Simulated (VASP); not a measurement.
# Pb2O (Pn-3m) in VASP: a series of runs, part 2 of 2

VASP 6.6.1.

**4. Relaxation of cell and atoms, PBEsol, target pressure 30 GPa, at which the enthalpy is minimised**

This run uses another cell than the first one, of 19.92 Å³/atom.

Contents of INCAR:

```
PREC = Accurate ; ENCUT = 600
EDIFF = 1E-6 ; ISMEAR = 0
SIGMA = 0.1 ; LREAL = F
LASPH = T ; NELM = 60
ALGO = Fast ; ISIF = 3
LWAVE = F ; LCHARG = F
GGA = PS ; IBRION = 2
NSW = 70 ; EDIFFG = -0.008
PSTRESS = 300.0
```

Contents of KPOINTS:

```
regular mesh
0
Gamma
  8 8 8
```

Contents of POSCAR:

```
Pb2O
1.0
    4.9255741743      0.0000000000      0.0000000000
    0.0000000000      4.9255741743      0.0000000000
    0.0000000000      0.0000000000      4.9255741743
Pb O
4 2
Direct
    0.2500000000      0.2500000000      0.2500000000
    0.7500000000      0.7500000000      0.2500000000
    0.2500000000      0.7500000000      0.7500000000
    0.7500000000      0.2500000000      0.7500000000
    0.0000000000      0.0000000000      0.0000000000
    0.5000000000      0.5000000000      0.5000000000
```

Potentials or basis: VASP PAW PBE potentials, release 64 (Pb_d, O).

Command:

```sh
> cat potpaw_PBE.64/Pb_d/POTCAR potpaw_PBE.64/O/POTCAR > POTCAR
> mpirun -np 1 vasp_std > vasp.out
```

OUTCAR:

```text
PREC = Accurate
   ENCUT = 600
   EDIFF = 1E-6
   ISMEAR = 0
   LREAL = F
   LASPH = T
   NELM = 60
   ISIF = 3
   GGA = PS
   IBRION = 2
   NSW = 70
   EDIFFG = -0.008
   PSTRESS = 300.0

 ion  position               nearest neighbor table
   1  0.250  0.250  0.250-   5 2.13   6 2.13   4 3.48   2 3.48   3 3.48   3 3.48   4 3.48   2 3.48
                             3 3.48   3 3.48   2 3.48   4 3.48   4 3.48   2 3.48
   2  0.750  0.750  0.250-   5 2.13   6 2.13   4 3.48   1 3.48   3 3.48   3 3.48   4 3.48   1 3.48
                             4 3.48   4 3.48   1 3.48   3 3.48   3 3.48   1 3.48
   3  0.250  0.750  0.750-   5 2.13   6 2.13   4 3.48   1 3.48   2 3.48   1 3.48   2 3.48   1 3.48
                             4 3.48   1 3.48   2 3.48   4 3.48   2 3.48   4 3.48
   4  0.750  0.250  0.750-   5 2.13   6 2.13   3 3.48   1 3.48   2 3.48   1 3.48   2 3.48   2 3.48
                             3 3.48   2 3.48   1 3.48   3 3.48   1 3.48   3 3.48
   5  0.000  0.000  0.000-   1 2.13   2 2.13   3 2.13   4 2.13
   6  0.500  0.500  0.500-   1 2.13   2 2.13   3 2.13   4 2.13

  LATTYP: Found a simple cubic cell.
 ALAT       =     4.9255741743

  Lattice vectors:

 A1 = (   4.9255741743,   0.0000000000,   0.0000000000)
 A2 = (   0.0000000000,   4.9255741743,   0.0000000000)
[... 189 lines left out ...]
  energy without entropy =      -26.31601104  energy(sigma->0) =      -26.32024566

------------------------ aborting loop because EDIFF is reached ----------------------------------------

  FORCE on cell =-STRESS in cart. coord.  units (eV):
  Direction    XX          YY          ZZ          XY          YZ          ZX
  --------------------------------------------------------------------------------------
  -------------------------------------------------------------------------------------
  Total       19.1886062     19.1886062     19.1886062     -0.0000000     -0.0000000      0.0000000
  in kB      257.2666088    257.2666088    257.2666088     -0.0000000     -0.0000000      0.0000000
  external PRESSURE =     -42.7333912 kB  Pullay stress =     300.0000000 kB
[... 113 lines left out ...]
--------------------------------------- Ionic step        4  -------------------------------------------

 number of electron      67.9999965 magnetization

 Free energy of the ion-electron system (eV)
  ---------------------------------------------------
  ext. energy  EPLUGINS =         0.00000000
  ---------------------------------------------------
  free energy    TOTEN  =       -25.77478277 eV

  energy without entropy =      -25.76523586  energy(sigma->0) =      -25.77000931

 E-fermi :   8.0342     XC(G=0): -11.1841

 val. band max:        8.0160129918   @ k =   0.1250   0.0000   0.0000
 cond. band min:       8.0428949136   @ k =   0.5000   0.5000   0.2500
 fundamental gap:      0.0268819218
 Fermi energy:         8.0342014218

 k-point     1 :       0.0000    0.0000    0.0000
  band No.  band energies     occupation
      1     -12.8675      2.00000
      2     -11.1831      2.00000
      3      -8.6285      2.00000
      4      -8.6285      2.00000
      5      -8.6285      2.00000
      6      -8.5551      2.00000
[... 1021 lines left out ...]
     39      12.2293      0.00000
     40      13.4520      0.00000

 [... further k-points ...]
[... 5 lines left out ...]
  --------------------------------------------------------------------------------------
  -------------------------------------------------------------------------------------
  Total       21.8030176     21.8030176     21.8030176      0.0000000      0.0000000     -0.0000000
  in kB      300.2702885    300.2702885    300.2702885      0.0000000      0.0000000     -0.0000000
  external PRESSURE =       0.2702885 kB  Pullay stress =     300.0000000 kB
[... 25 lines left out ...]
  energy  without entropy=      -25.7652358568  energy(sigma->0) =      -25.77000931

  enthalpy is  TOTEN    =        -3.9913911511 eV   P V=       21.7833916201

 reached required accuracy - stopping structural energy minimisation
```

Run time: 10 min. Hardware: 1 thread of AMD EPYC 9755, shared host; peak memory 0.33 GiB.

What came out:

* Free energy: -25.7748 eV
* Relaxed volume: 19.39 Å³/atom
* Relaxed cell: a = 4.882 Å, b = 4.882 Å, c = 4.882 Å, α = 90.00°, β = 90.00°, γ = 90.00°
* Space group after relaxing (to 0.1 Å): Pn-3m (No. 224)
* Energy change on relaxing (the run minimises the enthalpy): +91.6 meV/atom
* Ionic steps: 4
* Pressure after relaxing: 30.0 GPa
* Band gap on the k mesh: zero (bands 34 and 35 overlap by 0.95 eV)

The path:
| step | energy change (eV) | largest force (eV/Å) | pressure (GPa) | volume (Å³) |
| --- | --- | --- | --- | --- |
| 1 | 0.0000 | 0.0000 | 25.73 | 119.50 |
| 2 | 1.7968 | 0.0000 | 39.37 | 110.55 |
| 3 | 0.5382 | 0.0000 | 29.91 | 116.40 |
| 4 | 0.5497 | 0.0000 | 30.03 | 116.34 |

Final structure:
```
CELL_PARAMETERS angstrom
4.88171 0.00000 0.00000
0.00000 4.88171 0.00000
0.00000 0.00000 4.88171
ATOMIC_POSITIONS crystal
Pb 0.25000 0.25000 0.25000
Pb 0.75000 0.75000 0.25000
Pb 0.25000 0.75000 0.75000
Pb 0.75000 0.25000 0.75000
O 0.00000 0.00000 0.00000
O 0.50000 0.50000 0.50000
```

Caveat: the cell is relaxed towards a set pressure, so the run minimises the enthalpy, not the energy; the PAW data sets were made with another functional, which shifts forces and pressure a little; spin-orbit coupling is left out, which moves the levels of the heavy elements.

**5. Overview**

```tsv
cell	gap on the mesh (eV)	pressure (GPa)
relaxed from a = 5.380 Å, 6 atoms	none	0.0
relaxed to 60 GPa from a = 4.753 Å, 6 atoms	none	60.0
relaxed to 30 GPa from a = 4.926 Å, 6 atoms	none	30.0
```

Alike in all rows: task relaxation of cell and atoms; level PBEsol; potentials or basis VASP PAW PBE potentials, release 64 (Pb_d, O); no spin polarisation; k mesh 8 × 8 × 8; cutoff (eV) 600; smearing gaussian 0.1 eV.

Caveats: the PAW data sets were made with another functional, which shifts forces and pressure a little; spin-orbit coupling is left out, which moves the levels of the heavy elements; the cell is relaxed towards a set pressure, so the run minimises the enthalpy, not the energy (at least some runs); the relaxation stopped at its first step, so nothing moved (at least some runs).

Absolute energies hang on the potentials; compare differences alone.

The gap in the log of VASP goes by the Fermi energy; the results here count the filled bands.